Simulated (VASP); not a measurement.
# Ti (I4/mmm) in VASP: a series of runs

The runs below take Ti through single point, with PBE.

Program: VASP 6.6.1. These are calculated values, not measurements. Logs are shortened: lines on timing, memory, paths and dates and some standing lists are left out, and cuts for length are marked.

### Step 1. The cell of the first run

It takes space group I4/mmm (No. 139, tetragonal). The conventional cell has a = 3.048 Å, b = 3.048 Å, c = 4.110 Å, α = 90.00°, β = 90.00°, γ = 90.00°. Within 3.9 Å of Ti (site symmetry 4/mmm) lie 12 Ti at 2.98 to 3.05 Å.

### Step 2. Single point, PBE (volume 19.087 Å^3 an atom, c/a of the conventional cell 1.3484)

INCAR

```
SYSTEM = Ti
ALGO     = Fast           ! electronic algorithm
EDIFF    = 1E-6           ! SCF threshold, eV
ENCUT    = 520            ! plane-wave cutoff, eV
GGA      = PE             ! functional
ISIF     = 2              ! what is computed and relaxed
ISMEAR   = 0              ! smearing method
LASPH    = .True.         ! aspherical terms in the spheres
LCHARG   = .False.        ! write CHGCAR
LREAL    = .False.        ! projectors in reciprocal space
LWAVE    = .False.        ! write WAVECAR
NBANDS   = 12             ! bands
NELM     = 80             ! most SCF steps
PREC     = Accurate       ! precision mode
SIGMA    = 0.15           ! smearing width, eV
```

KPOINTS

```
k-points
0
Gamma
  22 22 22
  0 0 0
```

POSCAR

```
Ti
1.0
   -1.5238877553      1.5238877553      2.0548102493
    1.5238877553     -1.5238877553      2.0548102493
    1.5238877553      1.5238877553     -2.0548102493
Ti
1
Direct
    0.0000000000      0.0000000000      0.0000000000
```

Potentials or basis: VASP PAW PBE potentials, release 64 (Ti_sv).

Run with:

```bash
$ cat potpaw_PBE.64/Ti_sv/POTCAR > POTCAR
$ mpirun -np 1 vasp_std > vasp.out
```

OUTCAR:

```text
SYSTEM = Ti
   EDIFF = 1E-6
   ENCUT = 520
   GGA = PE
   ISIF = 2
   ISMEAR = 0
   LASPH = .True.
   LREAL = .False.
   NELM = 80
   PREC = Accurate

 ion  position               nearest neighbor table
   1  0.000  0.000  0.000-

  LATTYP: Found a body centered tetragonal cell.
 ALAT       =     3.0477755106
 C/A-ratio  =     1.3484000000

  Lattice vectors:

 A1 = (  -1.5238877553,   1.5238877553,   2.0548102493)
 A2 = (   1.5238877553,  -1.5238877553,   2.0548102493)
 A3 = (   1.5238877553,   1.5238877553,  -2.0548102493)

Analysis of symmetry for initial positions (statically):
=====================================================================
 Subroutine PRICEL returns:
 Original cell was already a primitive cell.

 Routine SETGRP: Setting up the symmetry group for a
 body centered tetragonal supercell.

 Subroutine GETGRP returns: Found 16 space group operations
 (whereof 16 operations were pure point group operations)
 out of a pool of 16 trial point group operations.

The static configuration has the point symmetry D_4h.

Analysis of symmetry for dynamics (positions and initial velocities):
=====================================================================
 Subroutine PRICEL returns:
 Original cell was already a primitive cell.

 Routine SETGRP: Setting up the symmetry group for a
 body centered tetragonal supercell.

 Subroutine GETGRP returns: Found 16 space group operations
 (whereof 16 operations were pure point group operations)
 out of a pool of 16 trial point group operations.

The dynamic configuration has the point symmetry D_4h.

 Subroutine INISYM returns: Found 16 space group operations
 (whereof 16 operations are pure point group operations),
 and found     1 'primitive' translations

----------------------------------------------------------------------------------------

                                     Primitive cell

  volume of cell :      19.0870

  direct lattice vectors                    reciprocal lattice vectors
    -1.523887755  1.523887755  2.054810249     0.000000000  0.328108155  0.243331471
     1.523887755 -1.523887755  2.054810249     0.328108155  0.000000000  0.243331471
     1.523887755  1.523887755 -2.054810249     0.328108155  0.328108155  0.000000000

  length of vectors
     2.977702628  2.977702628  2.977702628     0.408491329  0.408491329  0.464015003

  position of ions in fractional coordinates (direct lattice)
     0.000000000  0.000000000  0.000000000

[... 83 lines left out ...]
   POTIM  = 0.5000    time-step for ionic-motion
   TEBEG  =    0.0;   TEEND  =   0.0 temperature during run
   PSTRESS=    0.0 pullay stress
   NELECT =      12.0000    total number of electrons
   NUPDOWN=      -1.0000    fix difference up-down
   EMIN   =  10.00;   EMAX   =-10.00  energy-range for DOS
   EFERMI =   0.00;   METHOD = LEGACY
   ISMEAR =     0;   SIGMA  =   0.15  broadening in eV -4-tet -1-fermi 0-gaus
   EFERMI_NEDOS =   21; number of points for ismear=-14 and -15
   IALGO  =     68    algorithm
   IMIX   =      4    mixing-type and parameters
     AMIX     =   0.40;   BMIX     =  1.00
     AMIX_MAG =   1.60;   BMIX_MAG =  1.00
  volume/ion in A,a.u.               =      19.09       128.81
  Fermi-wavevector in a.u.,A,eV,Ry     =   1.402456  2.650258 26.761079  1.966884
  Thomas-Fermi vector in A             =   2.525216
   LORBIT       =      0    0 simple, 1 ext, 2 COOP (PROOUT), +10 PAW based schemes
   GGA     = PE    functional components
   LHFCALC =     F    Hartree Fock is set to
   AEXX    =    0.0000 exact exchange contribution
   IVDW    =     0    specifies the selected vdW correction
   LEPSILON=     F    determine dielectric tensor
   LRPA    =     F    only Hartree local field effects (RPA)
 non-spin polarized calculation
 RMM-DIIS sequential band-by-band and
 Gauss-broadening in eV      SIGMA  =   0.15
  energy-cutoff  :      520.00
  volume of cell :       19.09
 maximum number of plane-waves:       535
 NGX is ok and might be reduce to    24
   NGX = 11   NGY = 11   NGZ = 11

 number of electron      12.0000003 magnetization

 Free energy of the ion-electron system (eV)
  ---------------------------------------------------
  ext. energy  EPLUGINS =         0.00000000
  ---------------------------------------------------
  free energy    TOTEN  =        -7.73509329 eV

  energy without entropy =       -7.71258850  energy(sigma->0) =       -7.72384089

 E-fermi :   7.2482     XC(G=0): -11.0625

 val. band max:        7.2471572117   @ k =  -0.0909   0.4091   0.0455
 cond. band min:       7.2483013562   @ k =   0.4091   0.2273   0.1364
 fundamental gap:      0.0011441445
 Fermi energy:         7.2482206452

 k-point     1 :       0.0000    0.0000    0.0000
  band No.  band energies     occupation
      1     -49.6266      2.00000
      2     -25.5801      2.00000
      3     -25.5801      2.00000
      4     -25.5733      2.00000
      5       1.3981      2.00000
      6       7.9655      0.00000
      7       7.9655      0.00000
      8       8.2846      0.00000
      9       9.3016      0.00000
     10       9.6630      0.00000
     11      22.0138      0.00000
     12      25.6883      0.00000
[... 331 lines left out ...]
 k-point    24 :      -0.4545    0.0455   -0.0000
  band No.  band energies     occupation
      1     -49.5465      2.00000
      2     -26.0449      2.00000
      3     -25.6610      2.00000
      4     -25.6267      2.00000
      5       4.8166      2.00000
      6       7.4640      0.04193
      7       7.8176      0.00000
      8       8.2196      0.00000
      9      10.3185      0.00000
     10      10.4516      0.00000
     11      14.9025      0.00000
     12      21.2872      0.00000

 [... further k-points ...]

------------------------ aborting loop because EDIFF is reached ----------------------------------------

  FORCE on cell =-STRESS in cart. coord.  units (eV):
  Direction    XX          YY          ZZ          XY          YZ          ZX
  --------------------------------------------------------------------------------------
  -------------------------------------------------------------------------------------
  Total       -1.0632854     -1.0632854     -0.8812062      0.0000000     -0.0000000      0.0000000
  in kB      -89.2529840    -89.2529840    -73.9691174      0.0000000     -0.0000000      0.0000000
  external PRESSURE =     -84.1583618 kB  Pullay stress =       0.0000000 kB

 VOLUME and BASIS-vectors are now :
 -----------------------------------------------------------------------------
  energy-cutoff  :      520.00
  volume of cell :       19.09
      direct lattice vectors                 reciprocal lattice vectors
    -1.523887755  1.523887755  2.054810249     0.000000000  0.328108155  0.243331471
     1.523887755 -1.523887755  2.054810249     0.328108155  0.000000000  0.243331471
     1.523887755  1.523887755 -2.054810249     0.328108155  0.328108155  0.000000000

 POSITION                                       TOTAL-FORCE (eV/Angst)
 -----------------------------------------------------------------------------------
      0.00000      0.00000      0.00000        -0.000000      0.000000      0.000000
 -----------------------------------------------------------------------------------
    total drift:                               -0.000000      0.000000      0.000000

  FREE ENERGIE OF THE ION-ELECTRON SYSTEM (eV)
  ---------------------------------------------------
  free  energy   TOTEN  =        -7.7350932891 eV

  energy  without entropy=       -7.7125884975  energy(sigma->0) =       -7.72384089
```

OSZICAR:

```text
N       E                     dE             d eps       ncg     rms          rms(c)
DAV:   1     0.870405867983E+02    0.87041E+02   -0.65541E+03 20056   0.118E+03
DAV:   2    -0.438701843384E+01   -0.91428E+02   -0.89113E+02 20448   0.294E+02
DAV:   3    -0.879933978520E+01   -0.44123E+01   -0.43631E+01 28132   0.657E+01
[... 11 lines left out ...]
RMM:  15    -0.773508005857E+01   -0.15226E-04   -0.13643E-04 30443   0.660E-02    0.131E-02
RMM:  16    -0.773508783276E+01   -0.77742E-05   -0.68660E-05 27064   0.428E-02    0.104E-02
RMM:  17    -0.773509129954E+01   -0.34668E-05   -0.28489E-05 25863   0.398E-02    0.104E-02
RMM:  18    -0.773509278463E+01   -0.14851E-05   -0.19060E-05 24060   0.303E-02    0.150E-02
RMM:  19    -0.773509328905E+01   -0.50442E-06   -0.80323E-06 20490   0.166E-02
   1 F= -.77350933E+01 E0= -.77238409E+01  d E =-.225048E-01
```

stdout:

```text
POSCAR found type information on POSCAR Ti
 POSCAR found :  1 types and       1 ions
 scaLAPACK will be used
 LDA part: xc-table for (Slater+PW92), standard interpolation
 POSCAR, INCAR and KPOINTS ok, starting setup
 FFT: planning ... GRIDC
 FFT: planning ... GRID_SOFT
 FFT: planning ... GRID
 WAVECAR not read
 entering main loop
WARNING in EDDRMM: call to ZHEGV failed, returncode =   8  4      8
WARNING in EDDRMM: call to ZHEGV failed, returncode =   6  3      5
WARNING in EDDRMM: call to ZHEGV failed, returncode =   6  3      6
WARNING in EDDRMM: call to ZHEGV failed, returncode =   6  3      7
WARNING in EDDRMM: call to ZHEGV failed, returncode =   8  4     11
WARNING in EDDRMM: call to ZHEGV failed, returncode =   6  3     10
WARNING in EDDRMM: call to ZHEGV failed, returncode =   6  3     10
WARNING in EDDRMM: call to ZHEGV failed, returncode =   8  4     12
WARNING in EDDRMM: call to ZHEGV failed, returncode =   6  3      6
```

Wall time 2.4 min (1 thread of Intel Xeon Platinum 8124M at 3.00GHz (Skylake/Cascade Lake), shared host); peak memory 0.29 GiB.

Results:

```
Free energy            : -7.7351 eV
Pressure               : -8.4 GPa
Band gap on the k mesh : zero (band 6 reaches 8.03 eV, above the bottom of band 7 at 6.78 eV)
```

Stress tensor (GPa, compression positive):
```
-8.93  0.00  0.00
 0.00 -8.93  0.00
 0.00  0.00 -7.40
```

Levels at points of the mesh, in eV from the Fermi level:
```tsv
k point	band 2	band 3	band 4	band 5	band 6	band 7	band 8	band 9	band 10	band 11
(0.00, 0.00, 0.00)	-32.83	-32.83	-32.82	-5.85	0.72	0.72	1.04	2.05	2.41	14.77
(0.50, 0.00, 0.00)	-33.31	-32.91	-32.87	-2.37	0.45	0.54	0.92	3.09	3.25	7.24
(0.50, 0.50, 0.00)	-33.28	-33.00	-32.97	-2.27	-1.42	2.20	3.16	3.28	3.51	9.21
(0.50, 0.50, 0.50)	-33.28	-33.03	-33.03	-2.22	-1.53	3.03	3.16	3.42	3.42	10.44
```

(Part 1 of 2 ends here.)
